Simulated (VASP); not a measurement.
Input of a VASP 6.6.1 run:

The input INCAR:

```
PREC = Accurate ; ENCUT = 520
EDIFF = 1E-6 ; ISMEAR = 0
SIGMA = 0.05 ; LREAL = False
LASPH = True ; NELM = 100
ALGO = Normal ; ISIF = 2
LWAVE = False ; LCHARG = False
GGA = PE ; NBANDS = 26
```

KPOINTS

```
Automatic mesh
0
Gamma
  8 6 4
```

The input POSCAR:

```
AlN
1.0
   -3.3134793387      0.0000000000      0.0000000000
    0.0000000000      0.0000000000     -4.1875902400
    0.0000000000     -5.7391145645      0.0000000000
Al N
4 4
Direct
    0.5111061504      0.2346278035      0.1666666667
   -0.0111061504      0.2346278035      0.6666666667
    0.0111061504      0.7346278035      0.3333333333
    0.4888938496      0.7346278035      0.8333333333
    0.5107008202      0.7796113022      0.1666666667
   -0.0107008202      0.7796113022      0.6666666667
    0.0107008202      0.2796113022      0.3333333333
    0.4892991798      0.2796113022      0.8333333333
```

Potentials or basis: VASP PAW PBE potentials, release 64 (Al, N).

Launch:

```bash
$ cat potpaw_PBE.64/Al/POTCAR potpaw_PBE.64/N/POTCAR > POTCAR
$ mpirun -np 1 vasp_std > vasp.out
```

Predict the pressure.

2.9 GPa.

Predict the band gap on the k mesh.

3.41 eV.

Predict the largest force.

0.608 eV/Å.

Forces on the atoms (eV/Å):
```
Al   0.113  0.011 -0.597
Al  -0.113  0.011 -0.597
Al   0.113 -0.011 -0.597
Al  -0.113 -0.011 -0.597
N    0.061  0.013  0.597
N   -0.061  0.013  0.597
N    0.061 -0.013  0.597
N   -0.061 -0.013  0.597
```

Caveat: the cell differs from its parent crystal (atoms displaced along a vibrational mode).
